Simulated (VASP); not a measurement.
# ZnF2 (P4_2/mnm) in VASP: vibrations by perturbation theory with LDA

Aim: the vibrations by perturbation theory of ZnF2 with LDA.

Program: VASP 6.6.1. These are calculated values, not measurements. Logs are shortened: lines on timing, memory, paths and dates and some standing lists are left out, and cuts for length are marked.

### 1 The cell of the first run

Symmetry: P4_2/mnm, No. 136, tetragonal system. The conventional cell has a = 4.631 Å, b = 4.631 Å, c = 3.088 Å, α = 90.00°, β = 90.00°, γ = 90.00°. Zn (site symmetry mmm) has 6 F at 1.99 to 2.01 Å within 2.6 Å. F (site symmetry m2m) has 3 Zn at 1.99 to 2.01 Å and 1 F at 2.58 Å within 2.6 Å.

### 2 Vibrations by perturbation theory, LDA

INCAR reads:

```
SYSTEM = ZnF2
PREC = Accurate
ENCUT = 600
EDIFF = 1E-8
ISMEAR = 0
SIGMA = 0.01
LREAL = .False.
LASPH = .True.
NELM = 120
ALGO = Normal
ISIF = 2
LWAVE = .False.
LCHARG = .True.
GGA = CA
NBANDS = 35
IBRION = 8
NSW = 1
GGA_COMPAT = .False.
```

KPOINTS reads:

```
regular mesh
0
Gamma
  4 4 6
  0 0 0
```

POSCAR reads:

```
ZnF2
1.0
    4.6306694147      0.0000000000      0.0000000000
    0.0000000000      4.6306694147      0.0000000000
    0.0000000000      0.0000000000      3.0879796284
Zn F
2 4
Direct
    0.0000000000      0.0000000000      0.0000000000
    0.5000000000      0.5000000000      0.5000000000
    0.3032744591      0.3032744591      0.0000000000
    0.1967255409      0.8032744591      0.5000000000
    0.6967255409      0.6967255409      0.0000000000
    0.8032744591      0.1967255409      0.5000000000
```

Potentials or basis: VASP PAW LDA potentials, release 64 (Zn, F).

Command:

```console
$ cat potpaw_LDA.64/Zn/POTCAR potpaw_LDA.64/F/POTCAR > POTCAR
$ mpirun -np 1 vasp_std > vasp.out
```

OUTCAR:

```text
SYSTEM = ZnF2
   PREC = Accurate
   ENCUT = 600
   EDIFF = 1E-8
   ISMEAR = 0
   LREAL = .False.
   LASPH = .True.
   NELM = 120
   ISIF = 2
   GGA = CA
   IBRION = 8
   NSW = 1

 ion  position               nearest neighbor table
   1  0.000  0.000  0.000-   3 1.99   5 1.99   4 2.01   6 2.01   4 2.01   6 2.01
   2  0.500  0.500  0.500-   4 1.99   6 1.99   5 2.01   3 2.01   3 2.01   5 2.01
   3  0.303  0.303  0.000-   1 1.99   2 2.01   2 2.01
   4  0.197  0.803  0.500-   2 1.99   1 2.01   1 2.01
   5  0.697  0.697  0.000-   1 1.99   2 2.01   2 2.01
   6  0.803  0.197  0.500-   2 1.99   1 2.01   1 2.01

  LATTYP: Found a simple tetragonal cell.
 ALAT       =     4.6306694147
 C/A-ratio  =     0.6668538286

  Lattice vectors:

 A1 = (   4.6306694147,   0.0000000000,   0.0000000000)
 A2 = (   0.0000000000,   4.6306694147,   0.0000000000)
 A3 = (   0.0000000000,   0.0000000000,   3.0879796284)

Analysis of symmetry for initial positions (statically):
=====================================================================
 Subroutine PRICEL returns:
 Original cell was already a primitive cell.

 Routine SETGRP: Setting up the symmetry group for a
 simple tetragonal supercell.

 Subroutine GETGRP returns: Found 16 space group operations
 (whereof  8 operations were pure point group operations)
 out of a pool of 16 trial point group operations.

The static configuration has the point symmetry D_2h.
 The point group associated with its full space group is D_4h.

Analysis of symmetry for dynamics (positions and initial velocities):
=====================================================================
 Subroutine PRICEL returns:
 Original cell was already a primitive cell.

 Routine SETGRP: Setting up the symmetry group for a
 simple tetragonal supercell.

 Subroutine GETGRP returns: Found 16 space group operations
 (whereof  8 operations were pure point group operations)
 out of a pool of 16 trial point group operations.

The dynamic configuration has the point symmetry D_2h.
 The point group associated with its full space group is D_4h.

 Subroutine INISYM returns: Found 16 space group operations
 (whereof  8 operations are pure point group operations),
 and found     1 'primitive' translations

----------------------------------------------------------------------------------------

                                     Primitive cell
[... 1083 lines left out ...]
     4.630669415  0.000000000  0.000000000     0.215951499  0.000000000  0.000000000
     0.000000000  4.630669415  0.000000000     0.000000000  0.215951499  0.000000000
     0.000000000  0.000000000  3.087979628     0.000000000  0.000000000  0.323836333

 POSITION                                       TOTAL-FORCE (eV/Angst)
 -----------------------------------------------------------------------------------
      0.00000      0.00000      0.00000        -0.000000     -0.000000      0.000000
      2.31533      2.31533      1.54399        -0.000000     -0.000000      0.000000
      1.40436      1.40436      0.00000        -0.008982     -0.008982      0.000000
      0.91097      3.71970      1.54399         0.008982     -0.008982      0.000000
      3.22631      3.22631      0.00000         0.008982      0.008982     -0.000000
      3.71970      0.91097      1.54399        -0.008982      0.008982     -0.000000
 -----------------------------------------------------------------------------------
    total drift:                                0.000000     -0.000000     -0.000000

  FREE ENERGIE OF THE ION-ELECTRON SYSTEM (eV)
  ---------------------------------------------------
  free  energy   TOTEN  =       -27.0424845144 eV

  energy  without entropy=      -27.0424845144  energy(sigma->0) =      -27.04248451

[... ionic steps 2 to 9 ...]

--------------------------------------- Ionic step       10  -------------------------------------------

------------------------ aborting loop because EDIFF is reached ----------------------------------------

[... ionic steps 11 to 11 ...]

--------------------------------------- Ionic step       12  -------------------------------------------

 Free energy of the ion-electron system (eV)
  ---------------------------------------------------
  ---------------------------------------------------
  free energy    TOTEN  =        -0.51865803 eV

  energy without entropy =       -0.51865803

------------------------ aborting loop because EDIFF is reached ----------------------------------------

 INTERNAL STRAIN TENSOR  FOR ION    3  DIRECTION 3   (eV/Angst):
 -----------------------------------------------------------------------------
    -0.00529  0.01398  2.48263
     0.01398 -0.00529  2.48263
     2.14911  2.14911 -0.00847

 INTERNAL STRAIN TENSOR FOR ION    6 for displacements in x,y,z  (eV/Angst):
          X           Y           Z          XY          YZ          ZX
  --------------------------------------------------------------------------------
  x     0.75278     0.28872     2.57553     1.29549     0.00000     0.00000
  y    -0.28872    -0.75278    -2.57553    -1.29573     0.00000     0.00000
  z     0.00000     0.00000     0.00000     0.00000    -2.14911     2.48263

 SECOND DERIVATIVES (NOT SYMMETRIZED)
 ------------------------------------
               1X          1Y          1Z          2X          2Y          2Z          3X          3Y          3Z          4X          4Y          4Z          5X          5Y          5Z          6X          6Y          6Z
  1X   -11.265590   -0.854413    0.000000    4.116695   -0.010029    0.000000    1.711885    2.211661    0.000000    1.862562   -1.779440    0.000000    1.711885    2.211661    0.000000    1.862562   -1.779440    0.000000
  1Y    -0.854413  -11.265590    0.000000   -0.010029    4.116695    0.000000    2.211661    1.711885    0.000000   -1.779440    1.862562    0.000000    2.211661    1.711885    0.000000   -1.779440    1.862562    0.000000
  1Z     0.000000    0.000000   -9.316849    0.000000    0.000000    0.126775    0.000000    0.000000   -0.121993    0.000000    0.000000    4.717030    0.000000    0.000000   -0.121993    0.000000    0.000000    4.717030
  2X     4.116695    0.010029    0.000000  -11.265590    0.854413    0.000000    1.862562    1.779440    0.000000    1.711885   -2.211661    0.000000    1.862562    1.779440    0.000000    1.711885   -2.211661    0.000000
  2Y     0.010029    4.116695    0.000000    0.854413  -11.265590    0.000000    1.779440    1.862562    0.000000   -2.211661    1.711885    0.000000    1.779440    1.862562    0.000000   -2.211661    1.711885    0.000000
  2Z     0.000000    0.000000    0.126775    0.000000    0.000000   -9.316849    0.000000    0.000000    4.717030    0.000000    0.000000   -0.121993    0.000000    0.000000    4.717030    0.000000    0.000000   -0.121993
  3X     1.732597    2.222500    0.000000    1.846318    1.801486    0.000000   -7.222213   -5.205057    0.000000   -0.628154    0.862248    0.000000    1.215895    1.189098    0.000000    3.055557   -0.870275    0.000000
  3Y     2.222500    1.732597    0.000000    1.801486    1.846318    0.000000   -5.205057   -7.222213    0.000000   -0.870275    3.055557    0.000000    1.189098    1.215895    0.000000    0.862248   -0.628154    0.000000
  3Z     0.000000    0.000000   -0.133010    0.000000    0.000000    4.719702    0.000000    0.000000   -5.691499    0.000000    0.000000    0.982979    0.000000    0.000000   -0.861151    0.000000    0.000000    0.982979
  4X     1.846318   -1.801486    0.000000    1.732597   -2.222500    0.000000   -0.628154   -0.862248    0.000000   -7.222213    5.205057    0.000000    3.055557    0.870275    0.000000    1.215895   -1.189098    0.000000
  4Y    -1.801486    1.846318    0.000000   -2.222500    1.732597    0.000000    0.870275    3.055557    0.000000    5.205057   -7.222213    0.000000   -0.862248   -0.628154    0.000000   -1.189098    1.215895    0.000000
  4Z     0.000000    0.000000    4.719702    0.000000    0.000000   -0.133010    0.000000    0.000000    0.982979    0.000000    0.000000   -5.691499    0.000000    0.000000    0.982979    0.000000    0.000000   -0.861151
  5X     1.732597    2.222500    0.000000    1.846318    1.801486    0.000000    1.215895    1.189098    0.000000    3.055557   -0.870275    0.000000   -7.222213   -5.205057    0.000000   -0.628154    0.862248    0.000000
  5Y     2.222500    1.732597    0.000000    1.801486    1.846318    0.000000    1.189098    1.215895    0.000000    0.862248   -0.628154    0.000000   -5.205057   -7.222213    0.000000   -0.870275    3.055557    0.000000
  5Z     0.000000    0.000000   -0.133010    0.000000    0.000000    4.719702    0.000000    0.000000   -0.861151    0.000000    0.000000    0.982979    0.000000    0.000000   -5.691499    0.000000    0.000000    0.982979
  6X     1.846318   -1.801486    0.000000    1.732597   -2.222500    0.000000    3.055557    0.870275    0.000000    1.215895   -1.189098    0.000000   -0.628154   -0.862248    0.000000   -7.222213    5.205057    0.000000
  6Y    -1.801486    1.846318    0.000000   -2.222500    1.732597    0.000000   -0.862248   -0.628154    0.000000   -1.189098    1.215895    0.000000    0.870275    3.055557    0.000000    5.205057   -7.222213    0.000000
  6Z     0.000000    0.000000    4.719702    0.000000    0.000000   -0.133010    0.000000    0.000000    0.982979    0.000000    0.000000   -0.861151    0.000000    0.000000    0.982979    0.000000    0.000000   -5.691499

 Eigenvectors and eigenvalues of the dynamical matrix
 ----------------------------------------------------

   1 f  =   16.139616 THz   101.408196 2PiTHz  538.359627 cm-1    66.748057 meV
             X         Y         Z           dx          dy          dz
      0.000000  0.000000  0.000000    -0.000000   -0.000000   -0.000000
      2.315335  2.315335  1.543990    -0.000000   -0.000000    0.000000
      1.404364  1.404364  0.000000     0.353553    0.353553    0.000000
      0.910971  3.719698  1.543990     0.353553   -0.353553   -0.000000
      3.226306  3.226306  0.000000    -0.353553   -0.353553    0.000000
      3.719698  0.910971  1.543990    -0.353553    0.353553   -0.000000
[... 145 lines left out ...]
  18 f/i=    0.006970 THz     0.043794 2PiTHz    0.232497 cm-1     0.028826 meV
             X         Y         Z           dx          dy          dz
      0.000000  0.000000  0.000000    -0.528809    0.190662   -0.000000
      2.315335  2.315335  1.543990    -0.528812    0.190671   -0.000000
      1.404364  1.404364  0.000000    -0.285493    0.103310   -0.000000
      0.910971  3.719698  1.543990    -0.285184    0.102452   -0.000000
      3.226306  3.226306  0.000000    -0.285493    0.103310   -0.000000
      3.719698  0.910971  1.543990    -0.285184    0.102452   -0.000000

--------------------------------------------------------------------------------------------------------

 ELASTIC MODULI CONTR FROM IONIC RELAXATION (kBar)
 Direction    XX          YY          ZZ          XY          YZ          ZX
 --------------------------------------------------------------------------------
 XX        -117.9176    106.7679    -27.5721      0.0000     -0.0000     -0.0000
 YY         106.7679   -117.9176    -27.5721     -0.0000      0.0000      0.0000
 ZZ         -27.5721    -27.5721   -136.3655      0.0000     -0.0000      0.0000
 XY           0.0000     -0.0000     -0.0000    -16.0470      0.0000     -0.0000
 YZ          -0.0000      0.0000     -0.0000      0.0000    -92.5434     -0.0000
 ZX          -0.0000      0.0000      0.0000     -0.0000     -0.0000   -123.4960
 --------------------------------------------------------------------------------
```

Run time: 5.5 min. Hardware: 1 thread of Intel Xeon Platinum 8559C (Emerald Rapids), shared host; peak memory 0.45 GiB.

What came out:

* Highest phonon frequency at Γ, LO-TO splitting left out: 538 cm⁻¹

Phonon frequencies in cm⁻¹ (negative: imaginary):
```csv
q point,frequencies
"(0.000, 0.000, 0.000)",0 0 0 36 116 159 159 239 254 254 263 263 322 367 384 419 419 538
```
